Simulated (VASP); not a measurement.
AlN, 2 atoms in the cell. The structure is cubic, space group Fm-3m (No. 225). The conventional cell has a = 4.069 Å, b = 4.069 Å, c = 4.069 Å, α = 90.00°, β = 90.00°, γ = 90.00°. Al (site symmetry m-3m) has 6 N at 2.03 Å within 2.7 Å. N (site symmetry m-3m) has 6 Al at 2.03 Å within 2.7 Å. 

| Property | Result |
| --- | --- |
| Program | VASP 6.6.1 |
| Task | elastic constants |
| Functional | LDA |
| Potentials or basis | VASP PAW LDA potentials, release 64 (Al, N) |
| Cutoff | 600 eV |
| k mesh | 8 × 8 × 8 |
| Occupations | gaussian, width 0.01 eV |
| Spin | no spin polarisation |
| Dipole correction | no |
| Ions in elastic constants | relaxed |
| Further INCAR settings | ALGO = Normal; EDIFF = 1e-08; NBANDS = 11; IBRION = 6; POTIM = 0.015; NSW = 1; ISIF = 3 |

Potentials or basis: VASP PAW LDA potentials, release 64 (Al, N).

The run is started by

```bash
$ cat potpaw_LDA.64/Al/POTCAR potpaw_LDA.64/N/POTCAR > POTCAR
$ mpirun -np 1 vasp_std > vasp.out
```

Hardware: 1 thread of Intel Xeon 8259CL (shared host).

Problem. Estimate the wall time of this run.

Solution. It took 3.4 min on 1 thread of Intel Xeon 8259CL (shared host), peak memory 0.18 GiB. Counts: scf iterations 137, k points 29.
